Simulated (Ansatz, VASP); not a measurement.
**One calculation of Ti2In, two programs**

```
Ti In
1.0
     0.00000    3.22451    3.22451
     3.22451    0.00000    3.22451
     3.22451    3.22451    0.00000
Ti In
2 1
Cartesian
  4.8368 4.8368 4.8368
  1.6123 1.6123 1.6123
  3.2245 3.2245 3.2245
```

Alike in both runs: task single point; functional PBE; k mesh 6 × 6 × 6; occupations gaussian, width 0.1 eV; collinear spin.

|  | VASP | Ansatz |
| --- | --- | --- |
| version | VASP 6.6.1 | Ansatz 0.2.0 |
| potentials or method | VASP PAW PBE potentials, release 64 (Ti_sv, In_d), cutoff 520 eV | scalar-relativistic, plane waves, PAW |
| valence electrons in the cell | 37 | 37 |

|  | VASP | Ansatz | Ansatz less VASP |
| --- | --- | --- | --- |
| gap on the k mesh at the Fermi level (eV) | none | none | - |
| pressure (GPa) | 0.0 | 1.3 | +1.24 |
| net moment per atom (μB) | 0.24 | 0.62 | +0.374 |
| size of the moment on the site where the two differ most (μB) | 0.28 | 0.71 | +0.428 |

The net moments are unlike, so the other rows may belong to different states. Site moments also hang on the region over which each program counts them. A gap of «none» marks a metal or a gap that the smearing closes.
